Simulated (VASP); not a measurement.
# RbCl in VASP: settings compared

Aim: see how the results for RbCl move with the level of theory and the settings. Levels: r2SCAN, HSE06. Tasks: single point.

Program: VASP 6.6.1. These are calculated values, not measurements. Logs are shortened: lines on timing, memory, paths and dates and some standing lists are left out, and cuts for length are marked.

**1. The cell of the first run**

Symmetry: I4/mmm, No. 139, tetragonal system. The conventional cell has a = 4.675 Å, b = 4.675 Å, c = 6.711 Å, α = 90.00°, β = 90.00°, γ = 90.00°. Within 4.3 Å of Rb (site symmetry 4/mmm) lie 6 Cl at 3.31 to 3.36 Å. Cl (site symmetry 4/mmm) has 6 Rb at 3.31 to 3.36 Å within 4.3 Å.

**2. Single point, r2SCAN (uniaxial z strain +1.5%)**

Contents of POSCAR:

```
RbCl
1.0
    0.0000000000      3.3058128222      3.3554000146
    3.3058128222      0.0000000000      3.3554000146
    3.3058128222      3.3058128222      0.0000000000
Rb Cl
1 1
Direct
    0.0000000000      0.0000000000      0.0000000000
    0.5000000000      0.5000000000      0.5000000000
```

Contents of INCAR.step1:

```
PREC     = Accurate       # precision mode
ENCUT    = 550            # plane-wave cutoff, eV
ISMEAR   = 0              # smearing method
SIGMA    = 0.01           # smearing width, eV
LREAL    = False          # projectors in reciprocal space
LASPH    = True           # aspherical terms in the spheres
NELM     = 120            # most SCF steps
NBANDS   = 15             # bands
GGA      = PE             # functional
ALGO     = Normal         # electronic algorithm
EDIFF    = 1E-5           # SCF threshold, eV
LWAVE    = True           # write WAVECAR
LCHARG   = False          # write CHGCAR
GGA_COMPAT= False
```

Contents of INCAR.step2:

```
PREC     = Accurate       # precision mode
ENCUT    = 550            # plane-wave cutoff, eV
EDIFF    = 1E-6           # SCF threshold, eV
ISMEAR   = 0              # smearing method
SIGMA    = 0.01           # smearing width, eV
LREAL    = False          # projectors in reciprocal space
LASPH    = True           # aspherical terms in the spheres
NELM     = 120            # most SCF steps
ALGO     = Normal         # electronic algorithm
ISIF     = 2              # what is computed and relaxed
LWAVE    = False          # write WAVECAR
LCHARG   = True           # write CHGCAR
METAGGA  = R2SCAN         # meta-GGA
LMIXTAU  = True         
LELF     = True           # ELF
LVHAR    = True         
NBANDS   = 15             # bands
ISTART   = 1            
GGA_COMPAT= False
```

Contents of KPOINTS:

```
Automatic mesh
0
Gamma
  6 6 6
```

Potentials or basis: VASP PAW PBE potentials, release 64 (Rb_sv, Cl).

The run is started by

```
cat potpaw_PBE.64/Rb_sv/POTCAR potpaw_PBE.64/Cl/POTCAR > POTCAR
cp INCAR.step1 INCAR
mpirun -np 1 vasp_std > vasp.out
cp INCAR.step2 INCAR
mpirun -np 1 vasp_std > vasp.out
```

OUTCAR:

```text
PREC = Accurate
   ENCUT = 550
   EDIFF = 1E-6
   ISMEAR = 0
   LREAL = False
   LASPH = True
   NELM = 120
   ISIF = 2
   METAGGA = R2SCAN
   ISTART = 1

 ion  position               nearest neighbor table
   1  0.000  0.000  0.000-   2 3.31   2 3.31   2 3.31   2 3.31   2 3.36   2 3.36
   2  0.500  0.500  0.500-   1 3.31   1 3.31   1 3.31   1 3.31   1 3.36   1 3.36

  LATTYP: Found a body centered tetragonal cell.
 ALAT       =     4.6751253278
 C/A-ratio  =     1.4354267658

  Lattice vectors:

 A1 = (  -3.3058128222,   0.0000000000,   3.3554000146)
 A2 = (   3.3058128222,   0.0000000000,   3.3554000146)
 A3 = (   0.0000000000,   3.3058128222,  -3.3554000146)

Analysis of symmetry for initial positions (statically):
=====================================================================
 Subroutine PRICEL returns:
 Original cell was already a primitive cell.

 Routine SETGRP: Setting up the symmetry group for a
 body centered tetragonal supercell.

 Subroutine GETGRP returns: Found 16 space group operations
 (whereof 16 operations were pure point group operations)
 out of a pool of 16 trial point group operations.

The static configuration has the point symmetry D_4h.

Analysis of symmetry for dynamics (positions and initial velocities):
=====================================================================
 Subroutine PRICEL returns:
 Original cell was already a primitive cell.

 Routine SETGRP: Setting up the symmetry group for a
 body centered tetragonal supercell.

 Subroutine GETGRP returns: Found 16 space group operations
 (whereof 16 operations were pure point group operations)
 out of a pool of 16 trial point group operations.

The dynamic configuration has the point symmetry D_4h.

 Subroutine INISYM returns: Found 16 space group operations
 (whereof 16 operations are pure point group operations),
 and found     1 'primitive' translations

----------------------------------------------------------------------------------------

                                     Primitive cell

  volume of cell :      73.3383

  direct lattice vectors                    reciprocal lattice vectors
     0.000000000  3.305812822  3.355400015    -0.151248733  0.151248733  0.149013530
     3.305812822  0.000000000  3.355400015     0.151248733 -0.151248733  0.149013530
     3.305812822  3.305812822  0.000000000     0.151248733  0.151248733 -0.149013530

  length of vectors
     4.710319275  4.710319275  4.675125328     0.260686383  0.260686383  0.260686383

  position of ions in fractional coordinates (direct lattice)
     0.000000000  0.000000000  0.000000000
     0.500000000  0.500000000  0.500000000

  ion indices of the primitive-cell ions
   primitive index   ion index
                 1           1
                 2           2

----------------------------------------------------------------------------------------

 KPOINTS: Automatic mesh

Automatic generation of k-mesh.
 Grid dimensions read from file:
 generate k-points for:    6    6    6

 Generating k-lattice:

  Cartesian coordinates                     Fractional coordinates (reciprocal lattice)
    -0.025208122  0.025208122  0.024835588     0.166666667 -0.000000000  0.000000000
     0.025208122 -0.025208122  0.024835588    -0.000000000  0.166666667  0.000000000
     0.025208122  0.025208122 -0.024835588     0.000000000  0.000000000  0.166666667

  Length of vectors
     0.043447731  0.043447731  0.043447731

  Shift w.r.t. Gamma in fractional coordinates (k-lattice)
     0.000000000  0.000000000  0.000000000

 Subroutine IBZKPT returns following result:
 ===========================================

 Found     30 irreducible k-points:

 Following reciprocal coordinates:
            Coordinates               Weight
  0.000000  0.000000  0.000000      1.000000
  0.166667 -0.000000  0.000000      8.000000
  0.333333  0.000000  0.000000      8.000000
  0.500000  0.000000  0.000000      4.000000
  0.166667  0.166667  0.000000      2.000000
  0.333333  0.166667  0.000000      8.000000
[... 16 lines left out ...]
  0.333333  0.000000  0.333333      4.000000
  0.500000  0.000000  0.333333     16.000000
 [... further k-points ...]
   k-points           NKPTS =     30   k-points in BZ     NKDIM =     30   number of bands    NBANDS=     15
   number of dos      NEDOS =    301   number of ions     NIONS =      2
   total plane-waves  NPLWV =  46656
   dimension x,y,z NGX =    36 NGY =   36 NGZ =   36
   dimension x,y,z NGXF=    72 NGYF=   72 NGZF=   72
   ions per type =               1   1
   NGX,Y,Z   is equivalent  to a cutoff of  12.71, 12.71, 12.80 a.u.
   NGXF,Y,Z  is equivalent  to a cutoff of  25.41, 25.41, 25.60 a.u.
 SYSTEM =  unknown system
   PREC   = accura    normal or accurate (medium, high low for compatibility)
   ISTART =      1    job   : 0-new  1-cont  2-samecut
   ICHARG =      0    charge: 1-file 2-atom 10-const
   ISPIN  =      1    spin polarized calculation?
   LNONCOLLINEAR =      F non collinear calculations
   LSORBIT =      F    spin-orbit coupling
   LASPH  =      T    aspherical Exc in radial PAW
   ENCUT  =  550.0 eV  40.42 Ry    6.36 a.u.   9.01  9.01  8.94*2*pi/ulx,y,z
   NELM   =    120;   NELMIN=  2; NELMDL=  0     # of ELM steps
   EDIFF  = 0.1E-05   stopping-criterion for ELM
   LREAL  =      F    real-space projection
   EDIFFG = 0.1E-04   stopping-criterion for IOM
   NSW    =      0    number of steps for IOM
   IBRION =     -1    ionic relax: 0-MD 1-quasi-New 2-CG
   NFREE  =      0    steps in history (QN), initial steepest desc. (CG)
   ISIF   =      2    stress and relaxation
   ISYM   =      2    0-nonsym 1-usesym 2-fastsym
   POTIM  = 0.5000    time-step for ionic-motion
   TEBEG  =    0.0;   TEEND  =   0.0 temperature during run
   PSTRESS=    0.0 pullay stress
   NELECT =      16.0000    total number of electrons
   NUPDOWN=      -1.0000    fix difference up-down
   EMIN   =  10.00;   EMAX   =-10.00  energy-range for DOS
   EFERMI =   0.00;   METHOD = LEGACY
   ISMEAR =     0;   SIGMA  =   0.01  broadening in eV -4-tet -1-fermi 0-gaus
   EFERMI_NEDOS =   21; number of points for ismear=-14 and -15
   IALGO  =     38    algorithm
   IMIX   =      4    mixing-type and parameters
     AMIX     =   0.40;   BMIX     =  1.00
     AMIX_MAG =   1.60;   BMIX_MAG =  1.00
  volume/ion in A,a.u.               =      36.67       247.46
  Fermi-wavevector in a.u.,A,eV,Ry     =   0.985533  1.862388 13.215006  0.971276
  Thomas-Fermi vector in A             =   2.116847
   LORBIT       =      0    0 simple, 1 ext, 2 COOP (PROOUT), +10 PAW based schemes
   METAGGA = R2SCAN    functional components
   LHFCALC =     F    Hartree Fock is set to
   AEXX    =    0.0000 exact exchange contribution
   IVDW    =     0    specifies the selected vdW correction
   LEPSILON=     F    determine dielectric tensor
   LRPA    =     F    only Hartree local field effects (RPA)
 non-spin polarized calculation
 Gauss-broadening in eV      SIGMA  =   0.01
  energy-cutoff  :      550.00
  volume of cell :       73.34
 maximum number of plane-waves:      2166
   NGX = 17   NGY = 17   NGZ = 17

 number of electron      16.0000001 magnetization

 Free energy of the ion-electron system (eV)
  ---------------------------------------------------
  ext. energy  EPLUGINS =         0.00000000
  ---------------------------------------------------
  free energy    TOTEN  =       -24.38406678 eV

  energy without entropy =      -24.38406678  energy(sigma->0) =      -24.38406678

 E-fermi :  -2.3322     XC(G=0):  -7.6524

 val. band max:       -2.3945375767   @ k =   0.0000   0.0000   0.0000
 cond. band min:       3.1083545030   @ k =   0.0000   0.0000   0.0000
 fundamental gap:      5.5028920798
 Fermi energy:        -2.3321698307

 k-point     1 :       0.0000    0.0000    0.0000
  band No.  band energies     occupation
      1     -27.1080      2.00000
      2     -14.9218      2.00000
      3     -10.6123      2.00000
      4     -10.6105      2.00000
      5     -10.6105      2.00000
      6      -2.4119      2.00000
      7      -2.3945      2.00000
      8      -2.3945      2.00000
      9       3.1084      0.00000
     10       6.1372      0.00000
     11       6.2273      0.00000
     12       6.2273      0.00000
     13       7.3060      0.00000
     14       7.3936      0.00000
     15       9.9061      0.00000

 k-point     2 :       0.1667   -0.0000    0.0000
  band No.  band energies     occupation
      1     -27.1044      2.00000
      2     -14.9347      2.00000
      3     -10.6161      2.00000
      4     -10.6121      2.00000
      5     -10.6047      2.00000
      6      -2.6348      2.00000
      7      -2.4853      2.00000
      8      -2.4776      2.00000
      9       3.7068      0.00000
     10       5.9586      0.00000
     11       6.5196      0.00000
     12       6.5723      0.00000
     13       7.7007      0.00000
     14       7.7973      0.00000
     15      11.0320      0.00000

 k-point     3 :       0.3333    0.0000    0.0000
  band No.  band energies     occupation
      1     -27.0974      2.00000
      2     -14.9604      2.00000
      3     -10.6240      2.00000
      4     -10.6152      2.00000
      5     -10.5930      2.00000
      6      -3.0318      2.00000
      7      -2.6361      2.00000
      8      -2.6357      2.00000
      9       4.9973      0.00000
     10       5.8815      0.00000
     11       7.4896      0.00000
     12       7.5287      0.00000
     13       8.6978      0.00000
     14       8.8168      0.00000
     15      11.1213      0.00000
[... 343 lines left out ...]
 k-point    23 :       0.3333    0.0000    0.3333
  band No.  band energies     occupation
      1     -27.0940      2.00000
      2     -14.9117      2.00000
      3     -10.7028      2.00000
      4     -10.6830      2.00000
      5     -10.6777      2.00000
      6      -2.8836      2.00000
      7      -2.5032      2.00000
      8      -2.4870      2.00000
      9       4.6043      0.00000
     10       5.1936      0.00000
     11       8.1380      0.00000
     12       8.6521      0.00000
     13       8.7247      0.00000
     14       8.7619      0.00000
     15      10.1926      0.00000

 k-point    24 :       0.5000    0.0000    0.3333
  band No.  band energies     occupation
      1     -27.0906      2.00000
      2     -14.9013      2.00000
      3     -10.7830      2.00000
      4     -10.6839      2.00000
      5     -10.6794      2.00000
      6      -2.7866      2.00000
      7      -2.6208      2.00000
      8      -2.5590      2.00000
      9       4.6956      0.00000
     10       6.2003      0.00000
     11       7.7798      0.00000
     12       8.7136      0.00000
     13       8.7576      0.00000
     14       9.5044      0.00000
     15      10.0715      0.00000

 [... further k-points ...]

------------------------ aborting loop because EDIFF is reached ----------------------------------------

  FORCE on cell =-STRESS in cart. coord.  units (eV):
  Direction    XX          YY          ZZ          XY          YZ          ZX
  --------------------------------------------------------------------------------------
  -------------------------------------------------------------------------------------
  Total       -0.0188184     -0.0188184     -0.2372812      0.0000000      0.0000000      0.0000000
  in kB       -0.4111141     -0.4111141     -5.1837397      0.0000000      0.0000000      0.0000000
  external PRESSURE =      -2.0019893 kB  Pullay stress =       0.0000000 kB

 VOLUME and BASIS-vectors are now :
 -----------------------------------------------------------------------------
  energy-cutoff  :      550.00
  volume of cell :       73.34
      direct lattice vectors                 reciprocal lattice vectors
     0.000000000  3.305812822  3.355400015    -0.151248733  0.151248733  0.149013530
     3.305812822  0.000000000  3.355400015     0.151248733 -0.151248733  0.149013530
     3.305812822  3.305812822  0.000000000     0.151248733  0.151248733 -0.149013530

 POSITION                                       TOTAL-FORCE (eV/Angst)
 -----------------------------------------------------------------------------------
      0.00000      0.00000      0.00000        -0.000000      0.000000      0.000000
      3.30581      3.30581      3.35540         0.000000     -0.000000      0.000000
 -----------------------------------------------------------------------------------
    total drift:                                0.000000      0.000000      0.000000

  FREE ENERGIE OF THE ION-ELECTRON SYSTEM (eV)
  ---------------------------------------------------
  free  energy   TOTEN  =       -24.3840667845 eV

  energy  without entropy=      -24.3840667845  energy(sigma->0) =      -24.38406678
```

It took 3.2 min on 1 thread of Oxide Virtual Turin-like, shared host; peak memory 0.19 GiB.

Results:

```yaml
Free_energy: -24.3841 eV
Pressure: -0.2 GPa
Band_gap_on_the_k_mesh: 5.50 eV
```

Caveat: the cell differs from its parent crystal (uniaxial z strain +1.5%); the PAW data sets were made with another functional, which shifts forces and pressure a little.

[end of part 1 of 2]
